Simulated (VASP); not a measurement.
A run of VASP 6.6.1 is set up as follows.

The input INCAR:

```
ALGO = Normal
EDIFF = 1E-6
ENCUT = 520
GGA = PS
ISIF = 2
ISMEAR = 0
LASPH = True
LCHARG = False
LREAL = False
LWAVE = False
NBANDS = 16
NELM = 80
PREC = Accurate
SIGMA = 0.05
```

KPOINTS

```
k-points
0
Gamma
  12 12 4
```

The input POSCAR:

```
BN
1.0
    2.6497229315      0.0000000000      0.0000000000
   -1.3248614658      2.2947273717      0.0000000000
    0.0000000000      0.0000000000      6.0030514872
B N
2 2
Direct
    0.0000000000      0.0000000000      0.5000000000
    0.3333333333      0.6666666667      0.0000000000
    0.0000000000      0.0000000000      0.0000000000
    0.6666666667      0.3333333333      0.5000000000
```

Potentials or basis: VASP PAW PBE potentials, release 64 (B, N).

Run with:

```bash
$ cat potpaw_PBE.64/B/POTCAR potpaw_PBE.64/N/POTCAR > POTCAR
$ mpirun -np 1 vasp_std > vasp.out
```

(1) Predict the pressure.

(2) What does it give for the band gap on the k mesh?

Answers

(1) -33.3 GPa.

(2) 3.63 eV, indirect (least direct gap 3.72 eV).

Caveat: the PAW data sets were made with another functional, which shifts forces and pressure a little; this functional lacks dispersion, which binds the layers, so the pressure and a relaxed spacing across them are unreliable.
